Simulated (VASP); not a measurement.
Runs of VASP 6.6.1 on Ta2Si2Ge. The structure is that of space group P-6m2 (No. 187), or close to it. The cells are those of the table. 

| task | cell | k mesh | cutoff (eV) | gap on the mesh (eV) | pressure (GPa) | relaxed volume (Å³/atom) | largest force (eV/Å) |
| --- | --- | --- | --- | --- | --- | --- | --- |
| relaxation of cell and atoms | relaxed from a = 2.972, b = 2.972, c = 11.585 Å, angles 90.0, 90.0, 120.0°, 5 atoms | 12 × 12 × 4 | 600 | none | 0.0 | (a) | - |
| single point | a = 3.625, b = 3.625, c = 7.519 Å, angles 90.0, 90.0, 120.0°, 5 atoms | 6 × 6 × 2 | 520 | none | (b) | - | 26.68 |
| single point | a = 2.972, b = 2.972, c = 11.585 Å, angles 90.0, 90.0, 120.0°, 5 atoms | 6 × 6 × 2 | 520 | none | 0.1 | - | 0.01 |
| relaxation of cell and atoms | relaxed from a = 3.625, b = 3.625, c = 7.519 Å, angles 90.0, 90.0, 120.0°, 5 atoms | 6 × 6 × 2 | 600 | - | -0.2 | 24.79 | 0.03 |
| single point | a = 2.963, b = 2.963, c = 11.644 Å, angles 90.0, 90.0, 120.0°, 5 atoms | 12 × 12 × 4 | 520 | none | 0.0 | - | 0.02 |

Alike in all rows: level PBE; potentials or basis VASP PAW PBE potentials, release 64 (Ta_pv, Si, Ge_d); no spin polarisation; smearing gaussian 0.1 eV.

Estimate the missing entries.

(a) 17.72; (b) 101.1.

Caveats: some runs use coarse meshes; spin-orbit coupling is left out, which moves the levels of the heavy elements; forces of over 1 eV/Å act on the atoms, so gaps and moduli don't describe the material at rest (some runs); the volume moved by over 15 % at a fixed basis, so the end points are rough (some runs).

A k mesh can miss the band edges, and the runs leave out spin-orbit coupling on Ge, Ta.

A gap of «none» marks levels without a gap at the run's occupations.
